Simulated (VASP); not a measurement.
Crystal: LaBi2ClO4.

```
La Bi Cl O
1.0
     3.95859    0.00000    0.00000
     0.00000    3.95859    0.00000
     0.00000    0.00000    9.03744
La Bi Cl O
1 2 1 4
Direct
  0.00000 0.00000 0.00000
  0.50000 0.50000 0.28729
  0.50000 0.50000 0.71271
  0.00000 0.00000 0.50000
  0.00000 0.50000 0.16730
  0.00000 0.50000 0.83270
  0.50000 0.00000 0.16730
  0.50000 0.00000 0.83270
```

* Program: VASP 6.6.1
* Task: relaxation of cell and atoms
* Functional: PBEsol
* Potentials or basis: VASP PAW PBE potentials, release 64 (La, Bi_d, Cl, O)
* Cutoff: 600 eV
* k mesh: 8 × 8 × 4
* Occupations: gaussian, width 0.02 eV
* Spin: no spin polarisation

At the start: pressure -2.0 GPa; volume 17.70 Å³/atom.

Question: How do energy, volume and symmetry change on relaxing?

Answer: Over 5 steps the energy falls by 2.1 meV/atom and the volume is 17.39 Å³/atom (-1.8 %); space group P4/mmm (No. 123, to 0.05 Å).

The path:
```csv
step,energy change (eV),largest force (eV/Å),pressure (GPa),volume (Å³)
1,0.0000,0.2242,-2.02,141.62
2,0.0016,0.4298,2.14,137.09
3,-0.0158,0.0872,-0.07,139.38
4,-0.0158,0.0940,-0.04,139.34
5,-0.0165,0.0037,0.03,139.10
```

Final structure:
```
La Bi Cl O
1.0
     3.93320    0.00000    0.00000
     0.00000    3.93320    0.00000
     0.00000    0.00000    8.99178
La Bi Cl O
1 2 1 4
Direct
  0.00000 0.00000 0.00000
  0.50000 0.50000 0.28711
  0.50000 0.50000 0.71289
  0.00000 0.00000 0.50000
  0.00000 0.50000 0.16693
  0.00000 0.50000 0.83307
  0.50000 0.00000 0.16693
  0.50000 0.00000 0.83307
```

Caveat: the PAW data sets were made with another functional, which shifts forces and pressure a little.
